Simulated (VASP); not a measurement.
# Ir (P6_3/mmc) in VASP: notebook, part 2 of 2

VASP 6.6.1.

### 3 Single point, LDA

This run uses another cell than the first one, of 13.20 Å³/atom, 1.004 times its volume.

INCAR

```
ALGO = Normal
EDIFF = 1E-6
ENCUT = 500
GGA = CA
GGA_COMPAT = False
ISIF = 2
ISMEAR = 0
LASPH = True
LCHARG = False
LREAL = False
LWAVE = False
NBANDS = 16
NELM = 120
PREC = Accurate
SIGMA = 0.15
```

KPOINTS

```
k-points
0
Gamma
  18 18 10
```

POSCAR

```
Ir
1.0
    2.7052686553      0.0000000000      0.0000000000
   -1.3526343277      2.3428313795      0.0000000000
    0.0000000000      0.0000000000      4.1669000000
Ir
2
Direct
    0.6666666667      0.3333333333      0.7500000000
    0.3333333333      0.6666666667      0.2500000000
```

Potentials or basis: VASP PAW LDA potentials, release 64 (Ir).

On the command line:

```sh
cat potpaw_LDA.64/Ir/POTCAR > POTCAR
mpirun -np 1 vasp_std > vasp.out
```

OUTCAR:

```text
EDIFF = 1E-6
   ENCUT = 500
   GGA = CA
   ISIF = 2
   ISMEAR = 0
   LASPH = True
   LREAL = False
   NELM = 120
   PREC = Accurate

 ion  position               nearest neighbor table
   1  0.667  0.333  0.750-   2 2.60   2 2.60   2 2.60   2 2.60   2 2.60   2 2.60
   2  0.333  0.667  0.250-   1 2.60   1 2.60   1 2.60   1 2.60   1 2.60   1 2.60

  LATTYP: Found a hexagonal cell.
 ALAT       =     2.7052686553
 C/A-ratio  =     1.5402906443

  Lattice vectors:

 A1 = (   2.7052686553,   0.0000000000,   0.0000000000)
[... 629 lines left out ...]
      4       6.6458      2.00000
      5       7.0611      2.00000
      6       7.9819      2.00000
[... 8 lines left out ...]
     15      23.5560      0.00000
     16      25.8094      0.00000

 [... further k-points ...]
[... 5 lines left out ...]
  --------------------------------------------------------------------------------------
  -------------------------------------------------------------------------------------
  Total        3.2330174      3.2330174      7.7090547     -0.0000000     -0.0000000      0.0000000
  in kB      196.1345564    196.1345564    467.6782759     -0.0000000     -0.0000000      0.0000000
  external PRESSURE =     286.6491296 kB  Pullay stress =       0.0000000 kB

 VOLUME and BASIS-vectors are now :
 -----------------------------------------------------------------------------
  energy-cutoff  :      500.00
  volume of cell :       26.41
      direct lattice vectors                 reciprocal lattice vectors
     2.705268655  0.000000000  0.000000000     0.369649054  0.213416981  0.000000000
    -1.352634328  2.342831380  0.000000000     0.000000000  0.426833962  0.000000000
     0.000000000  0.000000000  4.166900000     0.000000000  0.000000000  0.239986561

 POSITION                                       TOTAL-FORCE (eV/Angst)
 -----------------------------------------------------------------------------------
      1.35263      0.78094      3.12518         0.000000     -0.000000      0.000000
     -0.00000      1.56189      1.04173        -0.000000      0.000000      0.000000
 -----------------------------------------------------------------------------------
    total drift:                               -0.000000      0.000000     -0.000000

  FREE ENERGIE OF THE ION-ELECTRON SYSTEM (eV)
  ---------------------------------------------------
  free  energy   TOTEN  =       -20.3046971386 eV

  energy  without entropy=      -20.2771447085  energy(sigma->0) =      -20.29092092
```

It took 26 s on 1 thread of Intel Xeon 6975P-C (Granite Rapids), shared host; peak memory 0.18 GiB.

What came out:

```yaml
Free_energy: -20.3047 eV
Pressure: 28.7 GPa
Band_gap_on_the_k_mesh: zero (band 9 reaches 12.76 eV, above the bottom of band 10 at 9.08 eV)
```

Stress tensor (GPa, compression positive):
```
19.61  0.00  0.00
 0.00 19.61  0.00
 0.00  0.00 46.77
```

Levels at points of the mesh, in eV from the Fermi level:
```tsv
k point	band 6	band 7	band 8	band 9	band 10	band 11	band 12	band 13
(0.00, 0.00, 0.00)	-3.55	-3.55	-3.23	-3.23	-0.43	0.21	0.21	8.43
(0.50, 0.00, 0.00)	-3.70	-3.04	0.37	0.99	1.34	3.04	4.50	8.81
(0.00, 0.00, 0.50)	-4.72	-4.72	-4.72	-0.54	-0.54	-0.54	-0.54	13.47
(0.50, 0.00, 0.50)	-2.72	-1.21	-1.21	0.75	0.75	2.09	2.09	8.16
```

Caveat: spin-orbit coupling is left out, which moves the levels of the heavy elements.

### 4 Single point, LDA

This run uses another cell than the first one, of 13.26 Å³/atom, 1.008 times its volume.

INCAR

```
SYSTEM = Ir
ALGO     = Normal         ! electronic algorithm
EDIFF    = 1E-6           ! SCF threshold, eV
ENCUT    = 500            ! plane-wave cutoff, eV
GGA      = CA             ! functional
GGA_COMPAT= .FALSE.      
ISIF     = 2              ! what is computed and relaxed
ISMEAR   = 0              ! smearing method
LASPH    = .TRUE.         ! aspherical terms in the spheres
LCHARG   = .FALSE.        ! write CHGCAR
LREAL    = .FALSE.        ! projectors in reciprocal space
LWAVE    = .FALSE.        ! write WAVECAR
NBANDS   = 16             ! bands
NELM     = 120            ! most SCF steps
PREC     = Accurate       ! precision mode
SIGMA    = 0.15           ! smearing width, eV
```

KPOINTS

```
k-points
0
G
  18 18 10
  0 0 0
```

POSCAR

```
Ir
1.0
    2.6421000000      0.0000000000      0.0000000000
   -1.3210500000      2.2881257193      0.0000000000
    0.0000000000      0.0000000000      4.3862420605
Ir
2
Direct
    0.6666666667      0.3333333333      0.7500000000
    0.3333333333      0.6666666667      0.2500000000
```

On the command line:

```sh
cat potpaw_LDA.64/Ir/POTCAR > POTCAR
mpirun -np 1 vasp_std > vasp.out
```

Run time: 26 s. Hardware: 1 thread of Intel Xeon 6975P-C (Granite Rapids), shared host; peak memory 0.18 GiB.

It converged, with:

```
Free energy            : -20.3884 eV
Pressure               : 24.7 GPa
Band gap on the k mesh : zero (band 9 reaches 12.86 eV, above the bottom of band 10 at 8.98 eV)
```

Stress tensor (GPa, compression positive):
```
28.55  0.00  0.00
 0.00 28.55  0.00
 0.00  0.00 17.04
```

Levels at points of the mesh, in eV from the Fermi level:
| k point | band 7 | band 8 | band 9 | band 10 | band 11 | band 12 |
| --- | --- | --- | --- | --- | --- | --- |
| (0.00, 0.00, 0.00) | -3.58 | -2.41 | -2.41 | -1.17 | 0.35 | 0.35 |
| (0.50, 0.00, 0.00) | -3.43 | 1.02 | 1.03 | 1.44 | 3.34 | 4.92 |
| (0.00, 0.00, 0.50) | -4.33 | -4.33 | -0.48 | -0.48 | -0.48 | -0.48 |
| (0.50, 0.00, 0.50) | -1.06 | -1.06 | 1.26 | 1.26 | 2.21 | 2.21 |

Caveat: spin-orbit coupling is left out, which moves the levels of the heavy elements.

### 5 Overview

```tsv
cell	gap on the mesh (eV)	pressure (GPa)
a = 2.705, b = 2.705, c = 4.152 Å, angles 90.0, 90.0, 120.0°, 2 atoms	none	30.8
a = 2.705, b = 2.705, c = 4.167 Å, angles 90.0, 90.0, 120.0°, 2 atoms	none	28.7
a = 2.642, b = 2.642, c = 4.386 Å, angles 90.0, 90.0, 120.0°, 2 atoms	none	24.7
```

Alike in all rows: task single point; level LDA; potentials or basis VASP PAW LDA potentials, release 64 (Ir); no spin polarisation; k mesh 18 × 18 × 10; cutoff (eV) 500; smearing gaussian 0.15 eV.

Caveats: spin-orbit coupling is left out, which moves the levels of the heavy elements.

Total energies depend on the potentials used, so only differences within one code and one set of settings carry meaning.
